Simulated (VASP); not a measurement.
# BiTe (R-3m) in VASP: notebook, part 2 of 2

VASP 6.6.1.

### 3 Single point, PBEsol

This run uses another cell than the first one, of 33.72 Å³/atom, 0.943 times its volume.

INCAR

```
SYSTEM = BiTe
ALGO = Normal ; EDIFF = 1E-7
ENCUT = 520 ; GGA = PS
ISIF = 2 ; ISMEAR = -1
LASPH = .True. ; LCHARG = .True.
LELF = .True. ; LREAL = .False.
LVHAR = .True. ; LWAVE = .False.
NBANDS = 18 ; NELM = 100
PREC = Accurate ; SIGMA = 0.03
```

KPOINTS

```
k-points
0
Gamma
  4 4 4
  0 0 0
```

POSCAR

```
BiTe
1.0
    2.4227077728      1.3987509848      3.3172919545
   -2.4227077728      1.3987509848      3.3172919545
    0.0000000000     -2.7975019696      3.3172919545
Bi Te
1 1
Direct
    0.5000000000      0.5000000000      0.5000000000
    0.0000000000      0.0000000000      0.0000000000
```

Potentials or basis: VASP PAW PBE potentials, release 64 (Bi_d, Te).

The run is started by

```bash
> cat potpaw_PBE.64/Bi_d/POTCAR potpaw_PBE.64/Te/POTCAR > POTCAR
> mpirun -np 1 vasp_std > vasp.out
```

OUTCAR:

```text
SYSTEM = BiTe
   EDIFF = 1E-7
   ENCUT = 520
   GGA = PS
   ISIF = 2
   ISMEAR = -1
   LASPH = .True.
   LREAL = .False.
   NELM = 100
   PREC = Accurate

 ion  position               nearest neighbor table
   1  0.500  0.500  0.500-   2 3.25   2 3.25   2 3.25   2 3.25   2 3.25   2 3.25
   2  0.000  0.000  0.000-   1 3.25   1 3.25   1 3.25   1 3.25   1 3.25   1 3.25

  LATTYP: Found a trigonal (rhomboedric) cell.
 ALAT       =     4.3394058558
 COS(alpha) =     0.3765932224

  Lattice vectors:

 A1 = (   2.4227077728,   1.3987509848,   3.3172919545)
 A2 = (  -2.4227077728,   1.3987509848,   3.3172919545)
 A3 = (   0.0000000000,  -2.7975019696,   3.3172919545)

Analysis of symmetry for initial positions (statically):
=====================================================================
 Subroutine PRICEL returns:
 Original cell was already a primitive cell.

 Routine SETGRP: Setting up the symmetry group for a
 trigonal (rhombohedral) supercell.

 Subroutine GETGRP returns: Found 12 space group operations
 (whereof 12 operations were pure point group operations)
 out of a pool of 12 trial point group operations.

The static configuration has the point symmetry D_3d.
[... 145 lines left out ...]

  energy without entropy =       -8.00884760  energy(sigma->0) =       -8.01173856

 E-fermi :   6.6006     XC(G=0):  -9.6279

 val. band max:        6.2796634712   @ k =   0.2500   0.2500   0.2500
 cond. band min:       6.6147919163   @ k =  -0.2500   0.2500   0.0000
 fundamental gap:      0.3351284451
 Fermi energy:         6.6005945827

 k-point     1 :       0.0000    0.0000    0.0000
  band No.  band energies     occupation
      1     -16.5987      2.00000
      2     -16.5987      2.00000
      3     -16.5929      2.00000
      4     -16.5929      2.00000
      5     -16.5803      2.00000
      6      -6.9756      2.00000
[... 250 lines left out ...]
      5     -16.5779      2.00000
      6      -4.7236      2.00000
[... 10 lines left out ...]
     17      15.5758      0.00000
     18      16.4853      0.00000

------------------------ aborting loop because EDIFF is reached ----------------------------------------

  FORCE on cell =-STRESS in cart. coord.  units (eV):
  Direction    XX          YY          ZZ          XY          YZ          ZX
  --------------------------------------------------------------------------------------
  -------------------------------------------------------------------------------------
  Total       -1.1174803     -1.1174803     -0.8951677     -0.0000000      0.0000000      0.0000000
  in kB      -26.5444699    -26.5444699    -21.2636895     -0.0000000      0.0000000      0.0000000
  external PRESSURE =     -24.7842097 kB  Pullay stress =       0.0000000 kB

 VOLUME and BASIS-vectors are now :
 -----------------------------------------------------------------------------
  energy-cutoff  :      520.00
  volume of cell :       67.45
      direct lattice vectors                 reciprocal lattice vectors
     2.422707773  1.398750985  3.317291954     0.206380648  0.119153923  0.100483568
    -2.422707773  1.398750985  3.317291954    -0.206380648  0.119153923  0.100483568
     0.000000000 -2.797501970  3.317291954     0.000000000 -0.238307845  0.100483568

 POSITION                                       TOTAL-FORCE (eV/Angst)
 -----------------------------------------------------------------------------------
      0.00000      0.00000      4.97594         0.000000      0.000000      0.000000
      0.00000      0.00000      0.00000        -0.000000     -0.000000     -0.000000
 -----------------------------------------------------------------------------------
    total drift:                               -0.000000      0.000000     -0.000000

  FREE ENERGIE OF THE ION-ELECTRON SYSTEM (eV)
  ---------------------------------------------------
  free  energy   TOTEN  =        -8.0146295172 eV

  energy  without entropy=       -8.0088476049  energy(sigma->0) =       -8.01173856
```

stdout:

```text
POSCAR found type information on POSCAR BiTe
 POSCAR found :  2 types and       2 ions
 scaLAPACK will be used
 -----------------------------------------------------------------------------
|                                                                             |
|                                                                             |
|     You enforced a specific xc type in the INCAR file but a different       |
|     I HOPE YOU KNOW WHAT YOU ARE DOING!                                     |
|                                                                             |
 -----------------------------------------------------------------------------

 LDA part: xc-table for (Slater+PW92), standard interpolation
 POSCAR, INCAR and KPOINTS ok, starting setup
 FFT: planning ... GRIDC
 FFT: planning ... GRID_SOFT
 FFT: planning ... GRID
 WAVECAR not read
 entering main loop
```

Run time: 10 s. Hardware: 1 thread of Intel Xeon Platinum 8488C (Sapphire Rapids), shared host; peak memory 0.17 GiB.

Results:

* Free energy: -8.0146 eV
* Pressure: -2.5 GPa

Stress tensor (GPa, compression positive):
```
-2.65  0.00  0.00
 0.00 -2.65  0.00
 0.00  0.00 -2.13
```

Levels at points of the mesh, in eV from the Fermi level:
```csv
k point,band 8,band 9,band 10,band 11,band 12,band 13
"(0.00, 0.00, 0.00)",-2.99,-2.99,-1.67,1.79,2.42,2.42
"(0.50, 0.00, 0.00)",-1.93,-1.90,-1.11,-1.07,-0.69,0.22
"(0.50, 0.50, 0.00)",-5.70,-4.57,-3.38,2.27,2.98,3.50
"(0.50, 0.50, 0.50)",-2.43,-2.43,-2.32,-1.68,-1.36,-1.36
```

Caveat: the k points lie up to 0.41 Å⁻¹ apart; the PAW data sets were made with another functional, which shifts forces and pressure a little; spin-orbit coupling is left out, which moves the levels of the heavy elements.

### 4 Single point, PBEsol

This run uses another cell than the first one, of 25.56 Å³/atom, 0.715 times its volume.

INCAR

```
SYSTEM = BiTe
PREC = Accurate
ENCUT = 520
EDIFF = 1E-6
ISMEAR = -1
SIGMA = 0.05
LREAL = .FALSE.
LASPH = .TRUE.
NELM = 80
ALGO = Normal
ISIF = 2
LWAVE = .FALSE.
LCHARG = .TRUE.
GGA = PS
LELF = .TRUE.
LVHAR = .TRUE.
NBANDS = 18
```

KPOINTS

```
Automatic mesh
0
G
  7 7 7
  0 0 0
```

POSCAR

```
BiTe
1.0
    2.5424566439      1.4678880278      2.2833192437
   -2.5424566439      1.4678880278      2.2833192437
    0.0000000000     -2.9357760555      2.2833192437
Bi Te
1 1
Direct
    0.5000000000      0.5000000000      0.5000000000
    0.0000000000      0.0000000000      0.0000000000
```

The run is started by

```bash
> cat potpaw_PBE.64/Bi_d/POTCAR potpaw_PBE.64/Te/POTCAR > POTCAR
> mpirun -np 1 vasp_std > vasp.out
```

Run time: 24 s. Hardware: 1 thread of Intel Xeon Platinum 8259CL at 2.50GHz (Skylake/Cascade Lake), shared host; peak memory 0.18 GiB.

It converged, with:

| Property | Result |
| --- | --- |
| Free energy | -7.6347 eV |
| Pressure | 10.0 GPa |

Levels at points of the mesh, in eV from the Fermi level:
```
           k point  band 6  band 7  band 8  band 9  band 10  band 11  band 12  band 13  band 14  band 15
(0.00, 0.00, 0.00)  -15.01   -7.97   -3.27   -3.27    -2.30     2.82     2.82     4.24     5.44     5.44
```

Caveat: the PAW data sets were made with another functional, which shifts forces and pressure a little; spin-orbit coupling is left out, which moves the levels of the heavy elements.

### 5 The runs side by side

```tsv
level	cell	k mesh	smearing	gap on the mesh (eV)	pressure (GPa)
r2SCAN	a = 4.425 Å, angles 67.9°, 2 atoms	7 × 7 × 7	fermi-dirac 0.05 eV	none	-3.1
PBEsol	a = 4.339 Å, angles 67.9°, 2 atoms	4 × 4 × 4	fermi-dirac 0.03 eV	none	-2.5
PBEsol	a = 3.719 Å, angles 86.3°, 2 atoms	7 × 7 × 7	fermi-dirac 0.05 eV	none	10.0
```

Alike in all rows: task single point; potentials or basis VASP PAW PBE potentials, release 64 (Bi_d, Te); no spin polarisation; cutoff (eV) 520.

Caveats: some runs use coarse meshes; the PAW data sets were made with another functional, which shifts forces and pressure a little; spin-orbit coupling is left out, which moves the levels of the heavy elements.

Absolute energies hang on the potentials; compare differences alone.
